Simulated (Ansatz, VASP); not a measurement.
**Two plane-wave programs on CoSi2**

File INCAR:

```
PREC     = Accurate       # precision mode
ENCUT    = 520            # plane-wave cutoff, eV
EDIFF    = 1E-7           # SCF threshold, eV
ISMEAR   = 0              # smearing method
SIGMA    = 0.05           # smearing width, eV
LREAL    = False          # projectors in reciprocal space
LASPH    = True           # aspherical terms in the spheres
NELM     = 150            # most SCF steps
ALGO     = Normal         # electronic algorithm
ISIF     = 2              # what is computed and relaxed
LWAVE    = False          # write WAVECAR
LCHARG   = True           # write CHGCAR
ISPIN    = 2              # spin polarisation
MAGMOM   = 0.05 0 0       # initial moments
LORBIT   = 11             # projections on sites
LMAXMIX  = 4              # l up to which the mixer works
GGA      = PS             # functional
IVDW     = 12             # dispersion correction
LELF     = True           # ELF
LVHAR    = True         
NBANDS   = 20             # bands
```

KPOINTS

```
Automatic mesh
0
Gamma
  8 8 8
```

Contents of POSCAR:

```
CoSi2
1.0
    0.0000000000      2.6329117712      2.6329117712
    2.6329117712      0.0000000000      2.6329117712
    2.6329117712      2.6329117712      0.0000000000
Co Si
1 2
Direct
    0.0000000000      0.0000000000      0.0000000000
    0.2500000000      0.2500000000      0.2500000000
    0.7500000000      0.7500000000      0.7500000000
```

Input for Ansatz:

```yaml
crystal:
  lattice:
    - [0.0, 2.6329117712, 2.6329117712]
    - [2.6329117712, 0.0, 2.6329117712]
    - [2.6329117712, 2.6329117712, 0.0]
  atoms:
    - { symbol: Co, position: [0.0, 0.0, 0.0], spin: 0.05 }
    - { symbol: Si, position: [0.25, 0.25, 0.25] }
    - { symbol: Si, position: [0.75, 0.75, 0.75] }
basis:
  ecutwfc: 420
  ecutrho_ratio: 4
kpoints:
  mp_grid: { grid: [8, 8, 8] }
hamiltonian:
  xc: pbesol
  dispersion: d3bj
scf:
  occupations: { method: gaussian, width: 0.05 }
output:
  forces: true
  stress: true
  eigenvalues: true
  populations: true
magnetization:
  spin_polarized: true
```

Alike in both runs: task single point; functional PBEsol; dispersion D3(BJ); k mesh 8 × 8 × 8; occupations gaussian, width 0.05 eV; collinear spin.

|  | VASP | Ansatz |
| --- | --- | --- |
| version | VASP 6.6.1 | Ansatz 0.2.0 |
| potentials or method | VASP PAW PBE potentials, release 64 (Co, Si), cutoff 520 eV | scalar-relativistic, plane waves, PAW |
| valence electrons in the cell | 17 | 25 |

Ansatz gave:

- gap on the k mesh at the Fermi level (eV): none
- pressure (GPa): 0.0
- net moment per atom (μB): 0.00

Task: What did VASP give for the same quantities?

Result: gap on the k mesh at the Fermi level (eV): none; pressure (GPa): 0.1; net moment per atom (μB): 0.00.

VASP's potentials were made for PBE, not for PBEsol. A gap of «none» marks a metal or a gap that the smearing closes. VASP's potentials hold 17 valence electrons a cell and Ansatz's 25, so a difference there can come from the potentials and not from the codes. Ansatz's warnings: seeded moment not kept.
